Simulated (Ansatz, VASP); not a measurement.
**Two plane-wave programs on Si**

```
Si
1.0
     3.75587    0.00000    0.00000
    -1.87794    3.25268    0.00000
     0.00000    0.00000    6.69146
Si
4
Cartesian
  0.0000 2.1685 0.2949
  1.8779 1.0842 3.6407
  0.0000 2.1685 3.0508
  1.8779 1.0842 6.3965
```

Alike in both runs: task single point; functional PBE; k mesh 12 × 12 × 6; occupations gaussian, width 0.05 eV; no spin polarisation.

```csv
,VASP,Ansatz
version,VASP 6.6.1,Ansatz 0.2.0
potentials or method,"VASP PAW PBE potentials, release 64 (Si), cutoff 520 eV","scalar-relativistic, plane waves, PAW"
valence electrons in the cell,16,16
```

|  | VASP | Ansatz | Ansatz less VASP |
| --- | --- | --- | --- |
| gap on the k mesh at the Fermi level (eV) | none | none | - |
| pressure (GPa) | 4.9 | 5.0 | +0.08 |
| traceless stress, the component that is largest in VASP (GPa) | -14.60 | -14.62 | -0.021 |
| rms of the force components (eV/Å) | 1.240 | 1.241 | +0.0019 |

Atom by atom the forces differ by 0.002 eV/Å (rms over components). A gap of «none» marks a metal or a gap that the smearing closes. The functional is the same, so the differences come from potentials, cutoffs and numerics.
